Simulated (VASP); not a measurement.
Write the native input for VASP 6.6.1 that does the following.

```yaml
Task: single point
Functional: PBEsol
Potentials_or_basis: VASP PAW PBE potentials, release 64 (Te)
Cutoff: 520 eV
k_mesh: 15 × 15 × 15
Occupations: gaussian, width 0.1 eV
Spin: no spin polarisation
Dipole_correction: no
Further_INCAR_settings: ALGO = Normal; EDIFF = 1e-06; NBANDS = 9
```

The structure of Te lies in POSCAR:

```
Te
1.0
    2.3095707306      1.3334312830      1.7190066258
   -2.3095707306      1.3334312830      1.7190066258
    0.0000000000     -2.6668625660      1.7190066258
Te
1
Direct
    0.5000000000      0.5000000000      0.5000000000
```

This cell differs from its parent crystal: strained.

The input as run:

INCAR

```
SYSTEM = Te
ALGO = Normal ; EDIFF = 1E-6
ENCUT = 520 ; GGA = PS
ISIF = 2 ; ISMEAR = 0
LASPH = .TRUE. ; LCHARG = .FALSE.
LREAL = .FALSE. ; LWAVE = .FALSE.
NBANDS = 9 ; NELM = 80
PREC = Accurate ; SIGMA = 0.1
```

KPOINTS

```
k-points
0
G
  15 15 15
  0 0 0
```

Potentials or basis: VASP PAW PBE potentials, release 64 (Te).

Run with:

```bash
$ cat potpaw_PBE.64/Te/POTCAR > POTCAR
$ mpirun -np 1 vasp_std > vasp.out
```

Results of the run:

The pressure is -1.3 GPa. The band gap on the k mesh is zero (bands 3 and 4 overlap by 4.93 eV).

Caveat: the cell differs from its parent crystal (strained); the PAW data sets were made with another functional, which shifts forces and pressure a little; spin-orbit coupling is left out, which moves the levels of the heavy elements.

Wall time 30 s on 1 thread of Intel Xeon 8259CL, with other jobs on the host, peak memory 0.21 GiB.
